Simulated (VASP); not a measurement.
Here is a VASP 6.6.1 calculation.

The input INCAR:

```
PREC = Accurate ; ENCUT = 520
EDIFF = 1E-6 ; ISMEAR = 0
SIGMA = 0.05 ; LREAL = False
LASPH = True ; NELM = 100
ALGO = Normal ; ISIF = 2
LWAVE = False ; LCHARG = True
GGA = PE ; LELF = True
LVHAR = True ; NBANDS = 16
```

Contents of KPOINTS:

```
regular mesh
0
Gamma
  12 12 6
```

The input POSCAR:

```
BN
1.0
    2.5539396017      0.0000000000      0.0000000000
   -1.2769698009      2.2117765748      0.0000000000
    0.0000000000      0.0000000000      4.2268550000
B N
2 2
Direct
    0.6968445625      0.3593050586      1.0106255664
    0.3399741099      0.6912901452      0.4959678559
    0.6531627359      0.3194347572      0.5995856658
    0.3100185916      0.6299700390      0.1438209119
```

Potentials or basis: VASP PAW PBE potentials, release 64 (B, N).

Command:

```bash
$ cat potpaw_PBE.64/B/POTCAR potpaw_PBE.64/N/POTCAR > POTCAR
$ mpirun -np 1 vasp_std > vasp.out
```

Task: Predict the largest force.

Result: 5.402 eV/Å.

Task: Estimate the pressure.

Result: 10.2 GPa.

Forces on the atoms (eV/Å):
```
B   -1.788 -2.364 -1.233
B   -0.020 -2.886  0.307
N    0.300  2.756  4.636
N    1.508  2.494 -3.710
```

Caveat: the cell differs from its parent crystal (atoms moved at random); forces of over 1 eV/Å act on the atoms, so gaps and moduli don't describe the material at rest.
